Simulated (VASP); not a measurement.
A run of VASP 6.6.1:

File INCAR:

```
PREC = Accurate
ENCUT = 520
EDIFF = 1E-7
ISMEAR = 1
SIGMA = 0.01
LREAL = False
LASPH = True
NELM = 80
ALGO = Normal
ISIF = 2
LWAVE = False
LCHARG = True
GGA = PS
IVDW = 12
LELF = True
LVHAR = True
NBANDS = 31
```

File KPOINTS:

```
regular mesh
0
Gamma
  4 4 6
```

The input POSCAR:

```
HfO2
1.0
    4.8135330000      0.0000000000      0.0000000000
    0.0000000000      4.8135330000      0.0000000000
    0.0000000000      0.0000000000      3.2054150000
Hf O
2 4
Direct
    0.0000000000      0.0000000000      0.0000000000
    0.5000000000      0.5000000000      0.5000000000
    0.1949550000      0.8050450000      0.5000000000
    0.3050450000      0.3050450000      0.0000000000
    0.6949550000      0.6949550000      0.0000000000
    0.8050450000      0.1949550000      0.5000000000
```

Potentials or basis: VASP PAW PBE potentials, release 64 (Hf_pv, O).

Command:

```sh
$ cat potpaw_PBE.64/Hf_pv/POTCAR potpaw_PBE.64/O/POTCAR > POTCAR
$ mpirun -np 1 vasp_std > vasp.out
```

Hardware: 1 thread of AMD EPYC 7R13 Processor (Zen 3), on a shared host.

**Question.** How long does it take, and how much memory?

**Answer.** It took 43 s on 1 thread of AMD EPYC 7R13 Processor (Zen 3) (shared host), peak memory 0.19 GiB. Counts: scf iterations 14, k points 24.
